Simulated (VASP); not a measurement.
A run of VASP 6.6.1 is set up as follows.

INCAR

```
PREC = Accurate
ENCUT = 520
EDIFF = 1E-6
ISMEAR = 0
SIGMA = 0.1
LREAL = F
LASPH = T
NELM = 60
ALGO = Fast
ISIF = 2
LWAVE = F
LCHARG = F
GGA = PS
NBANDS = 17
```

The input KPOINTS:

```
regular mesh
0
Gamma
  12 12 10
```

POSCAR

```
Sr
1.0
    3.0466569797      3.0466569797      0.0000000000
   -2.9357350023      2.9357350023      0.0000000000
    0.0000000000      0.0000000000      5.8714700046
Sr
2
Direct
    0.0000000000      0.0000000000      0.0000000000
    0.5000000000      0.5000000000      0.5000000000
```

Potentials or basis: VASP PAW PBE potentials, release 64 (Sr_sv).

The run is started by

```sh
$ cat potpaw_PBE.64/Sr_sv/POTCAR > POTCAR
$ mpirun -np 1 vasp_std > vasp.out
```

Problem. Estimate the band gap on the k mesh.

Solution. Zero (bands 10 and 11 overlap by 0.09 eV).

Problem. Predict the pressure.

Solution. -0.1 GPa.

Stress tensor (GPa, compression positive):
```
-0.14 -0.43  0.00
-0.43 -0.14  0.00
 0.00  0.00 -0.10
```

Caveat: the cell differs from its parent crystal (uniaxial strain along a: +3.0 %); the PAW data sets were made with another functional, which shifts forces and pressure a little.
